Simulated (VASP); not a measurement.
Crystal: CdS (Greenockite).

```xyz
4
Lattice="4.2046 0.0000 0.0000 -2.1023 3.6413 0.0000 0.0000 0.0000 6.8257" Properties=species:S:1:pos:R:3 pbc="T T T"
Cd    2.1023    1.2138    3.4128
Cd    0.0000    2.4275    0.0000
S     2.1023    1.2138    5.9724
S     0.0000    2.4275    2.5596
```

Program: VASP 6.6.1. Alike in all runs: task single point; no spin polarisation; cell as given; k mesh 7 × 7 × 4; cutoff (eV) 520; smearing fermi-dirac 0.05 eV.

Question: Order these runs on this cell by their band gap on the k mesh, lowest first.
A. level RPBE+D4; potentials or basis VASP PAW PBE potentials, release 64 (Cd, S)
B. level LDA; potentials or basis VASP PAW LDA potentials, release 64 (Cd, S)
C. level BLYP; potentials or basis VASP PAW PBE potentials, release 64 (Cd, S)

Answer: B (0.84 eV), C (1.06 eV), A (1.29 eV).
